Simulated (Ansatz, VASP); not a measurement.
# W2CN4 in VASP and in Ansatz

```xyz
14
Lattice="0.0000 3.9710 3.9710 3.9710 0.0000 3.9710 3.9710 3.9710 0.0000" Properties=species:S:1:pos:R:3 pbc="T T T"
W     2.9782    4.9637    2.9782
W     2.9782    2.9782    4.9637
W     4.9637    2.9782    2.9782
W     4.9637    4.9637    4.9637
C     0.0000    0.0000    0.0000
C     1.9855    1.9855    1.9855
N     4.8377    4.8377    7.0753
N     4.8377    7.0753    4.8377
N     7.0753    4.8377    4.8377
N     7.0753    7.0753    7.0753
N     5.0898    2.8522    5.0898
N     5.0898    5.0898    2.8522
N     2.8522    2.8522    2.8522
N     2.8522    5.0898    5.0898
```

Alike in both runs: task relaxation of cell and atoms; functional PBE; k mesh 8 × 8 × 8; occupations gaussian, width 0.1 eV; no spin polarisation.

|  | VASP | Ansatz |
| --- | --- | --- |
| version | VASP 6.6.1 | Ansatz 0.2.0 |
| potentials or method | VASP PAW PBE potentials, release 64 (W_sv, C, N), cutoff 600 eV | scalar-relativistic, plane waves, PAW |
| valence electrons in the cell | 104 | 104 |

Ansatz gave:

* gap on the k mesh at the Fermi level, each at its own relaxed structure (eV): none
* relaxed volume (Å³/atom): 8.94
* relaxed length of the cell vector where the two differ most in proportion (Å): 5.616

Estimate VASP's values.

gap on the k mesh at the Fermi level, each at its own relaxed structure (eV): none; relaxed volume (Å³/atom): 8.97; relaxed length of the cell vector where the two differ most in proportion (Å): 5.621.

A gap of «none» marks a metal or a gap that the smearing closes.

Spin-orbit coupling is off throughout.
